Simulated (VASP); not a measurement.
A run of VASP 6.6.1 is set up as follows.

File INCAR:

```
SYSTEM = Na
ALGO = Normal ; EDIFF = 1E-6
ENCUT = 520 ; GGA = PE
ISIF = 2 ; ISMEAR = -1
LASPH = .True. ; LCHARG = .False.
LREAL = .False. ; LWAVE = .False.
NBANDS = 10 ; NELM = 100
PREC = Accurate ; SIGMA = 0.05
```

Contents of KPOINTS:

```
k-points
0
Gamma
  12 12 12
  0 0 0
```

POSCAR

```
Na
1.0
    3.4178256416      0.0000000000      0.0000000000
    0.0000000000      3.4178256416      0.0000000000
    0.0000000000      0.0000000000      3.4178256416
Na
1
Direct
    0.0000000000      0.0000000000      0.0000000000
```

Potentials or basis: VASP PAW PBE potentials, release 64 (Na_pv).

Launch:

```sh
$ cat potpaw_PBE.64/Na_pv/POTCAR > POTCAR
$ mpirun -np 1 vasp_std > vasp.out
```

Question: Estimate the pressure.

Answer: 0.0 GPa.
